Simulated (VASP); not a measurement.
# HF in VASP: notebook

The runs below take HF through single point, with r2SCAN+D3(BJ).

Everything below comes from runs of VASP 6.6.1. Logs are shortened: lines on timing, memory, paths and dates and some standing lists are left out, and cuts for length are marked.

## (1) The cell of the first run

The cell holds a disordered packing, 16 atoms: a = 6.688 Å, b = 6.688 Å, c = 6.688 Å, α = 90.00°, β = 90.00°, γ = 90.00°.

## (2) Single point, r2SCAN+D3(BJ)

The input, POSCAR:

```
HF
1.0
    6.6883740000      0.0000000000      0.0000000000
    0.0000000000      6.6883740000      0.0000000000
    0.0000000000      0.0000000000      6.6883740000
F H
8 8
Direct
    0.1500065636      0.1988375650      0.7130731625
    0.7832546446      0.1266376551      0.9028352781
    0.0029603608      0.7197863038      0.3417721557
    0.7956044324      0.6717178196      0.6533725536
    0.0957033802      0.9732410299      1.0658195848
    0.5055040283      0.3077130555      0.5580728590
    0.5064758639      0.8826958540      0.7347226695
    0.7221635632      0.2881118789      0.2457248952
    0.2793504071      0.1964005003      0.6503822902
    0.6747080830      0.0841011582      0.8254921151
    0.0033042411      0.8232793202      0.2502252416
    0.8754594166      0.6839778996      0.5259873326
    0.1159325121      1.0229990129      0.9399893008
    0.5929542816      0.3167586023      0.4455641984
    0.5885884970      0.7745081241      0.6944587728
    0.7424375491      0.2509578561      0.1126581737
```

The input, INCAR.step1:

```
SYSTEM = HF
PREC     = Accurate       ! precision mode
ENCUT    = 520            ! plane-wave cutoff, eV
ISMEAR   = -1             ! smearing method
SIGMA    = 0.02           ! smearing width, eV
LREAL    = Auto         
LASPH    = .True.         ! aspherical terms in the spheres
NELM     = 80             ! most SCF steps
NBANDS   = 46             ! bands
GGA      = PE             ! functional
ALGO     = Normal         ! electronic algorithm
EDIFF    = 1E-4           ! SCF threshold, eV
LWAVE    = .True.         ! write WAVECAR
LCHARG   = .False.        ! write CHGCAR
```

The input, INCAR.step2:

```
SYSTEM = HF
PREC     = Accurate       ! precision mode
ENCUT    = 520            ! plane-wave cutoff, eV
EDIFF    = 1E-6           ! SCF threshold, eV
ISMEAR   = -1             ! smearing method
SIGMA    = 0.02           ! smearing width, eV
LREAL    = Auto         
LASPH    = .True.         ! aspherical terms in the spheres
NELM     = 80             ! most SCF steps
ALGO     = Normal         ! electronic algorithm
ISIF     = 2              ! what is computed and relaxed
LWAVE    = .False.        ! write WAVECAR
LCHARG   = .False.        ! write CHGCAR
METAGGA  = R2SCAN         ! meta-GGA
LMIXTAU  = .True.       
IVDW     = 12             ! dispersion correction
VDW_S6   = 1.0          
VDW_S8   = 0.78981345   
VDW_A1   = 0.49484001   
VDW_A2   = 5.73083694   
NBANDS   = 46             ! bands
ISTART   = 1
```

The input, KPOINTS:

```
regular mesh
0
Gamma
  1 1 1
  0 0 0
```

Potentials or basis: VASP PAW PBE potentials, release 64 (F, H).

On the command line:

```bash
$ cat potpaw_PBE.64/F/POTCAR potpaw_PBE.64/H/POTCAR > POTCAR
$ cp INCAR.step1 INCAR
$ mpirun -np 1 vasp_gam > vasp.out
$ cp INCAR.step2 INCAR
$ mpirun -np 1 vasp_gam > vasp.out
```

OUTCAR:

```text
SYSTEM = HF
   PREC = Accurate
   ENCUT = 520
   EDIFF = 1E-6
   ISMEAR = -1
   LREAL = Auto
   LASPH = .True.
   NELM = 80
   ISIF = 2
   METAGGA = R2SCAN
   IVDW = 12
   ISTART = 1
 IVDW          = 12

 ion  position               nearest neighbor table
   1  0.150  0.199  0.713-   9 0.96
   2  0.783  0.127  0.903-  10 0.94
   3  0.003  0.720  0.342-  11 0.92
   4  0.796  0.672  0.653-  12 1.01
   5  0.096  0.973  0.066-  13 0.92
   6  0.506  0.308  0.558-  14 0.95
[... 8 lines left out ...]
  15  0.589  0.775  0.694-   7 0.95
  16  0.742  0.251  0.113-   8 0.93

  LATTYP: Found a simple cubic cell.
 ALAT       =     6.6883740000

  Lattice vectors:

 A1 = (   6.6883740000,   0.0000000000,   0.0000000000)
 A2 = (   0.0000000000,   6.6883740000,   0.0000000000)
 A3 = (   0.0000000000,   0.0000000000,   6.6883740000)

Analysis of symmetry for initial positions (statically):
=====================================================================
 Subroutine PRICEL returns:
 Original cell was already a primitive cell.

 Routine SETGRP: Setting up the symmetry group for a
 simple cubic supercell.

 Subroutine GETGRP returns: Found  1 space group operations
 (whereof  1 operations were pure point group operations)
 out of a pool of 48 trial point group operations.

The static configuration has the point symmetry C_1 .

Analysis of symmetry for dynamics (positions and initial velocities):
=====================================================================
 Subroutine PRICEL returns:
 Original cell was already a primitive cell.

 Routine SETGRP: Setting up the symmetry group for a
 simple cubic supercell.

 Subroutine GETGRP returns: Found  1 space group operations
 (whereof  1 operations were pure point group operations)
 out of a pool of 48 trial point group operations.

The dynamic configuration has the point symmetry C_1 .

 Subroutine INISYM returns: Found  1 space group operations
 (whereof  1 operations are pure point group operations),
 and found     1 'primitive' translations

----------------------------------------------------------------------------------------

                                     Primitive cell

  volume of cell :     299.2000

  direct lattice vectors                    reciprocal lattice vectors
     6.688374000  0.000000000  0.000000000     0.149513170  0.000000000  0.000000000
     0.000000000  6.688374000  0.000000000     0.000000000  0.149513170  0.000000000
     0.000000000  0.000000000  6.688374000     0.000000000  0.000000000  0.149513170

  length of vectors
     6.688374000  6.688374000  6.688374000     0.149513170  0.149513170  0.149513170

  position of ions in fractional coordinates (direct lattice)
     0.150006564  0.198837565  0.713073163
     0.783254645  0.126637655  0.902835278
     0.002960361  0.719786304  0.341772156
     0.795604432  0.671717820  0.653372554
     0.095703380  0.973241030  0.065819585
     0.505504028  0.307713056  0.558072859
[... 8 lines left out ...]
     0.588588497  0.774508124  0.694458773
     0.742437549  0.250957856  0.112658174

  ion indices of the primitive-cell ions
   primitive index   ion index
                 1           1
                 2           2
                 3           3
                 4           4
                 5           5
                 6           6
[... 8 lines left out ...]
                15          15
                16          16

----------------------------------------------------------------------------------------

 KPOINTS: regular mesh

Automatic generation of k-mesh.
 Grid dimensions read from file:
 generate k-points for:    1    1    1

 Generating k-lattice:

  Cartesian coordinates                     Fractional coordinates (reciprocal lattice)
     0.149513170  0.000000000  0.000000000     1.000000000  0.000000000  0.000000000
     0.000000000  0.149513170  0.000000000     0.000000000  1.000000000  0.000000000
     0.000000000  0.000000000  0.149513170     0.000000000  0.000000000  1.000000000

  Length of vectors
     0.149513170  0.149513170  0.149513170

  Shift w.r.t. Gamma in fractional coordinates (k-lattice)
     0.000000000  0.000000000  0.000000000

 Subroutine IBZKPT returns following result:
 ===========================================

 Found      1 irreducible k-points:

 Following reciprocal coordinates:
            Coordinates               Weight
  0.000000  0.000000  0.000000      1.000000
   k-points           NKPTS =      1   k-points in BZ     NKDIM =      1   number of bands    NBANDS=     46
   number of dos      NEDOS =    301   number of ions     NIONS =     16
   total plane-waves  NPLWV = 125000
   dimension x,y,z NGX =    50 NGY =   50 NGZ =   50
   dimension x,y,z NGXF=   100 NGYF=  100 NGZF=  100
   ions per type =               8   8
   NGX,Y,Z   is equivalent  to a cutoff of  12.43, 12.43, 12.43 a.u.
   NGXF,Y,Z  is equivalent  to a cutoff of  24.86, 24.86, 24.86 a.u.
 SYSTEM =  HF
   PREC   = accura    normal or accurate (medium, high low for compatibility)
   ISTART =      1    job   : 0-new  1-cont  2-samecut
   ICHARG =      0    charge: 1-file 2-atom 10-const
   ISPIN  =      1    spin polarized calculation?
   LNONCOLLINEAR =      F non collinear calculations
   LSORBIT =      F    spin-orbit coupling
   LASPH  =      T    aspherical Exc in radial PAW
   ENCUT  =  520.0 eV  38.22 Ry    6.18 a.u.  12.44 12.44 12.44*2*pi/ulx,y,z
   NELM   =     80;   NELMIN=  2; NELMDL=  0     # of ELM steps
   EDIFF  = 0.1E-05   stopping-criterion for ELM
   LREAL  =      T    real-space projection
   EDIFFG = 0.1E-04   stopping-criterion for IOM
   NSW    =      0    number of steps for IOM
   IBRION =     -1    ionic relax: 0-MD 1-quasi-New 2-CG
   NFREE  =      0    steps in history (QN), initial steepest desc. (CG)
   ISIF   =      2    stress and relaxation
   ISYM   =      2    0-nonsym 1-usesym 2-fastsym
   POTIM  = 0.5000    time-step for ionic-motion
   TEBEG  =    0.0;   TEEND  =   0.0 temperature during run
   PSTRESS=    0.0 pullay stress
   NELECT =      64.0000    total number of electrons
   NUPDOWN=      -1.0000    fix difference up-down
   EMIN   =  10.00;   EMAX   =-10.00  energy-range for DOS
   EFERMI =   0.00;   METHOD = LEGACY
   ISMEAR =    -1;   SIGMA  =   0.02  broadening in eV -4-tet -1-fermi 0-gaus
   EFERMI_NEDOS =   21; number of points for ismear=-14 and -15
   IALGO  =     38    algorithm
   IMIX   =      4    mixing-type and parameters
     AMIX     =   0.40;   BMIX     =  1.00
     AMIX_MAG =   1.60;   BMIX_MAG =  1.00
  volume/ion in A,a.u.               =      18.70       126.19
  Fermi-wavevector in a.u.,A,eV,Ry     =   0.979071  1.850176 13.042278  0.958580
  Thomas-Fermi vector in A             =   2.109896
   LORBIT       =      0    0 simple, 1 ext, 2 COOP (PROOUT), +10 PAW based schemes
   METAGGA = R2SCAN    functional components
   LHFCALC =     F    Hartree Fock is set to
   AEXX    =    0.0000 exact exchange contribution
   IVDW    =    12    specifies the selected vdW correction
   LEPSILON=     F    determine dielectric tensor
   LRPA    =     F    only Hartree local field effects (RPA)
 non-spin polarized calculation
  energy-cutoff  :      520.00
  volume of cell :      299.20
 maximum number of plane-waves:      4061
 NGX is ok and might be reduce to    50
   NGX = 25   NGY = 25   NGZ = 25

 number of electron      64.0000038 magnetization

 Free energy of the ion-electron system (eV)
  ---------------------------------------------------
  ext. energy  EPLUGINS =         0.00000000
  ---------------------------------------------------
  free energy    TOTEN  =       -76.94372558 eV

  energy without entropy =      -76.94372558  energy(sigma->0) =      -76.94372558

 E-fermi :  -7.5476     XC(G=0):  -5.0129

 val. band max:       -8.0456047006   @ k =   0.0000   0.0000   0.0000
 cond. band min:       0.2866807625   @ k =   0.0000   0.0000   0.0000
 fundamental gap:      8.3322854631
 Fermi energy:        -7.5476209253

 k-point     1 :       0.0000    0.0000    0.0000
  band No.  band energies     occupation
      1     -30.8996      2.00000
      2     -30.5898      2.00000
      3     -30.2593      2.00000
      4     -30.1784      2.00000
      5     -29.8893      2.00000
      6     -29.7617      2.00000
[... 36 lines left out ...]
     43       6.4983      0.00000
     44       6.7076      0.00000
 [bands above 44 left out]

------------------------ aborting loop because EDIFF is reached ----------------------------------------

 Edisp (eV)   -0.13073

 E8    (eV) :    -0.0180

  FORCE on cell =-STRESS in cart. coord.  units (eV):
  Direction    XX          YY          ZZ          XY          YZ          ZX
  --------------------------------------------------------------------------------------
  -------------------------------------------------------------------------------------
  Total      -1.75223    -0.51603    -1.09118    -0.74331    -0.25923     1.75312
  in kB      -9.38298    -2.76330    -5.84314    -3.98032    -1.38814     9.38771
  external pressure =       -6.00 kB  Pullay stress =        0.00 kB

 VOLUME and BASIS-vectors are now :
 -----------------------------------------------------------------------------
  energy-cutoff  :      520.00
  volume of cell :      299.20
      direct lattice vectors                 reciprocal lattice vectors
     6.688374000  0.000000000  0.000000000     0.149513170  0.000000000  0.000000000
     0.000000000  6.688374000  0.000000000     0.000000000  0.149513170  0.000000000
     0.000000000  0.000000000  6.688374000     0.000000000  0.000000000  0.149513170

 POSITION                                       TOTAL-FORCE (eV/Angst)
 -----------------------------------------------------------------------------------
      1.00330      1.32990      4.76930         0.981510     -0.372751     -0.208195
      5.23870      0.84700      6.03850         0.082748      0.436440      0.308124
      0.01980      4.81420      2.28590        -0.102720     -1.021702      0.926104
      5.32130      4.49270      4.37000         1.004471     -0.091621     -1.638745
      0.64010      6.50940      0.44023         0.041444     -0.633014      1.650010
      3.38100      2.05810      3.73260         0.178293      0.036304     -0.054808
[... 8 lines left out ...]
      3.93670      5.18020      4.64480         0.516271     -0.071362     -0.100980
      4.96570      1.67850      0.75350         0.072273     -0.479467     -0.906505
 -----------------------------------------------------------------------------------
    total drift:                               -0.001845      0.002929      0.000417

  FREE ENERGIE OF THE ION-ELECTRON SYSTEM (eV)
  ---------------------------------------------------
  free  energy   TOTEN  =       -77.0744543488 eV

  energy  without entropy=      -77.0744543487  energy(sigma->0) =      -77.07445435
```

It took 1.9 min on 1 thread of Intel Xeon Platinum 8259CL at 2.50GHz (Skylake/Cascade Lake), shared host; peak memory 0.35 GiB.

Results:

- Free energy: -77.0745 eV
- Pressure: -0.6 GPa
- Largest force: 1.924 eV/Å
- Dispersion energy per atom: -0.008 eV

Forces on the atoms (eV/Å):
```
F    0.982 -0.373 -0.208
F    0.083  0.436  0.308
F   -0.103 -1.022  0.926
F    1.004 -0.092 -1.639
F    0.041 -0.633  1.650
F    0.178  0.036 -0.055
F   -0.399  0.548  0.197
F    0.037  0.422  0.868
H   -0.789  0.216  0.299
H   -0.483 -0.450 -0.357
H    0.134  0.933 -0.968
H   -0.958  0.053  1.478
H    0.063  0.733 -1.628
H   -0.380 -0.258  0.137
H    0.516 -0.071 -0.101
H    0.072 -0.479 -0.907
```

Caveat: the k points lie up to 0.94 Å⁻¹ apart, too coarse for converged energies, forces and pressures; the atoms stand as in a frame of molecular dynamics; the PAW data sets were made with another functional, which shifts forces and pressure a little.

## (3) Single point, r2SCAN+D3(BJ)

The input, POSCAR:

```
HF
1.0
    6.6883740000      0.0000000000      0.0000000000
    0.0000000000      6.6883740000      0.0000000000
    0.0000000000      0.0000000000      6.6883740000
F H
8 8
Direct
    0.1462986370      0.2021418061      0.7114584202
    0.7851534618      0.1338591413      0.9017288806
    0.0063094558      0.7177379734      0.3451362020
    0.7921656295      0.6670829113      0.6564973789
    0.0946717393      0.9744371352      1.0619920477
    0.5072383811      0.3048125000      0.5573850984
    0.5008242661      0.8837723489      0.7362178012
    0.7229709343      0.2867513091      0.2485656454
    0.2755826753      0.2051021668      0.6601455002
    0.6815707375      0.0877492796      0.8242960098
    0.0076550743      0.8131572786      0.2417478448
    0.8697629648      0.6974041822      0.5384118771
    0.1170389096      1.0348853099      0.9403929864
    0.5749678472      0.3181640261      0.4359355503
    0.5878857851      0.7765564545      0.7077803963
    0.7394323344      0.2460089702      0.1132562264
```

The input, INCAR.step1:

```
SYSTEM = HF
ALGO = Normal
EDIFF = 1E-4
ENCUT = 520
GGA = PE
ISMEAR = -1
LASPH = .TRUE.
LCHARG = .FALSE.
LREAL = Auto
LWAVE = .TRUE.
NBANDS = 46
NELM = 80
PREC = Accurate
SIGMA = 0.02
```

The input, INCAR.step2:

```
SYSTEM = HF
ALGO = Normal
EDIFF = 1E-7
ENCUT = 520
ISIF = 2
ISMEAR = -1
ISTART = 1
IVDW = 12
LASPH = .TRUE.
LCHARG = .FALSE.
LMIXTAU = .TRUE.
LREAL = Auto
LWAVE = .FALSE.
METAGGA = R2SCAN
NBANDS = 46
NELM = 80
PREC = Accurate
SIGMA = 0.02
VDW_A1 = 0.49484001
VDW_A2 = 5.73083694
VDW_S6 = 1.0
VDW_S8 = 0.78981345
```

The input, KPOINTS:

```
k-points
0
G
  1 1 1
  0 0 0
```

Potentials or basis: VASP PAW PBE potentials, release 64 (F, H).

On the command line:

```bash
$ cat potpaw_PBE.64/F/POTCAR potpaw_PBE.64/H/POTCAR > POTCAR
$ cp INCAR.step1 INCAR
$ mpirun -np 1 vasp_gam > vasp.out
$ cp INCAR.step2 INCAR
$ mpirun -np 1 vasp_gam > vasp.out
```

It took 2 min on 1 thread of Intel Xeon Platinum 8259CL at 2.50GHz (Skylake/Cascade Lake), shared host; peak memory 0.35 GiB.

It converged, with:

```yaml
Free_energy: -77.1503 eV
Pressure: -0.1 GPa
Largest_force: 1.716 eV/Å
Dispersion_energy_per_atom: -0.008 eV
```

Forces on the atoms (eV/Å):
```
F   -0.406 -0.343  0.521
F    0.784  0.709  0.862
F   -0.130 -0.133  0.227
F    0.302  0.043 -0.452
F    0.068 -0.639  1.323
F   -0.517 -0.038  0.838
F   -0.336  0.635  0.274
F    0.092  0.146 -0.055
H    0.624  0.185 -0.440
H   -1.264 -0.700 -0.926
H    0.149  0.203 -0.236
H   -0.237 -0.140  0.314
H    0.026  0.660 -1.316
H    0.356 -0.178 -0.670
H    0.513 -0.234 -0.217
H   -0.024 -0.176 -0.048
```

Stress tensor (GPa, compression positive):
```
 0.32 -0.24  0.37
-0.24 -0.48  0.09
 0.37  0.09 -0.19
```

Levels at points of the mesh, in eV from the Fermi level:
| k point | band 30 | band 31 | band 32 | band 33 | band 34 | band 35 |
| --- | --- | --- | --- | --- | --- | --- |
| (0.00, 0.00, 0.00) | -0.67 | -0.62 | -0.55 | 7.88 | 10.89 | 11.32 |

Caveat: the k points lie up to 0.94 Å⁻¹ apart, too coarse for converged energies, forces and pressures; the atoms stand as in a frame of molecular dynamics; the PAW data sets were made with another functional, which shifts forces and pressure a little.
